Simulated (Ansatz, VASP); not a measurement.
# BiH5 in VASP and in Ansatz

File INCAR:

```
SYSTEM = BiH5
ALGO = Normal
EDIFF = 1E-7
ENCUT = 520
GGA = PE
ISIF = 2
ISMEAR = 0
LASPH = .TRUE.
LCHARG = .FALSE.
LREAL = .FALSE.
LWAVE = .FALSE.
NBANDS = 19
NELM = 60
PREC = Accurate
SIGMA = 0.01
```

Contents of KPOINTS:

```
k-points
0
G
  1 1 1
  0 0 0
```

POSCAR

```
BiH5
1.0
   11.7400000000      0.0000000000      0.0000000000
    0.0000000000     12.1600000000      0.0000000000
    0.0000000000      0.0000000000     12.7700000000
Bi H
1 5
Direct
    0.4610681400      0.5001036200      0.5001949900
    0.4610681400      0.5001036200      0.6480007800
    0.4610681400      0.5001036200      0.3523884100
    0.6165954000      0.5001036200      0.5001949900
    0.3833057900      0.6301414500      0.5001949900
    0.3833049400      0.3700657900      0.5001949900
```

Input for Ansatz:

```yaml
crystal:
  lattice:
    - [11.74, 0.0, 0.0]
    - [0.0, 12.16, 0.0]
    - [0.0, 0.0, 12.77]
  atoms:
    - { symbol: Bi, position: [0.46106814, 0.50010362, 0.50019499] }
    - { symbol: H, position: [0.46106814, 0.50010362, 0.64800078] }
    - { symbol: H, position: [0.46106814, 0.50010362, 0.35238841] }
    - { symbol: H, position: [0.6165954, 0.50010362, 0.50019499] }
    - { symbol: H, position: [0.38330579, 0.63014145, 0.50019499] }
    - { symbol: H, position: [0.38330494, 0.37006579, 0.50019499] }
basis:
  ecutwfc: 420
  ecutrho_ratio: 4
kpoints:
  mp_grid: { grid: [1, 1, 1] }
hamiltonian:
  xc: pbe
scf:
  occupations: { method: gaussian, width: 0.01 }
output:
  forces: true
  eigenvalues: true
  populations: true
```

Alike in both runs: task single point; functional PBE; k mesh 1 × 1 × 1; occupations gaussian, width 0.01 eV; no spin polarisation.

```csv
,VASP,Ansatz
version,VASP 6.6.1,Ansatz 0.2.0
potentials or method,"VASP PAW PBE potentials, release 64 (Bi_d, H), cutoff 520 eV","scalar-relativistic, plane waves, PAW"
valence electrons in the cell,20,20
```

|  | VASP | Ansatz | Ansatz less VASP |
| --- | --- | --- | --- |
| gap on the k mesh at the Fermi level (eV) | 2.25 | 2.26 | +0.010 |
| rms of the force components (eV/Å) | 0.055 | 0.054 | -0.0010 |

Atom by atom the forces differ by 0.003 eV/Å (rms over components). Ansatz's warnings: structure snapped to symmetry.

Neither program's run includes spin-orbit coupling.
